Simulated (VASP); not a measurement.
The system is HfSc.

```
Hf Sc
1.0
     3.24012    0.00000    0.00000
    -1.62006    2.80603    0.00000
     0.00000    0.00000    5.10413
Hf Sc
1 1
Direct
  0.66667 0.33333 0.50000
  0.33333 0.66667 0.00000
```

```yaml
Program: VASP 6.6.1
Task: relaxation of cell and atoms
Functional: PBEsol
Potentials_or_basis: VASP PAW PBE potentials, release 64 (Hf_pv, Sc_sv)
Cutoff: 600 eV
k_mesh: 12 × 12 × 8
Occupations: gaussian, width 0.05 eV
Spin: no spin polarisation
```

At the start: pressure -3.4 GPa; volume 23.20 Å³/atom.

Q: Where does the relaxation end?

A: Over 3 steps the energy falls by 10.8 meV/atom and the volume is 22.23 Å³/atom (-4.2 %); space group P-6m2 (No. 187, to 0.1 Å) before and after.

The path:
| step | energy change (eV) | largest force (eV/Å) | pressure (GPa) | volume (Å³) |
| --- | --- | --- | --- | --- |
| 1 | 0.0000 | 0.0000 | -3.42 | 46.41 |
| 2 | -0.0113 | 0.0000 | 2.63 | 43.16 |
| 3 | -0.0216 | 0.0000 | 0.00 | 44.45 |

Final structure:
```cif
data_structure
_symmetry_space_group_name_H-M 'P 1'
_symmetry_Int_Tables_number 1
_cell_length_a 3.1947
_cell_length_b 3.1947
_cell_length_c 5.0291
_cell_angle_alpha 90.000
_cell_angle_beta 90.000
_cell_angle_gamma 120.000
_cell_volume 44.45
loop_
_atom_site_label
_atom_site_type_symbol
_atom_site_fract_x
_atom_site_fract_y
_atom_site_fract_z
_atom_site_occupancy
Hf1 Hf 0.66667 0.33333 0.50000 1
Sc1 Sc 0.33333 0.66667 0.00000 1
```

Caveat: the PAW data sets were made with another functional, which shifts forces and pressure a little.
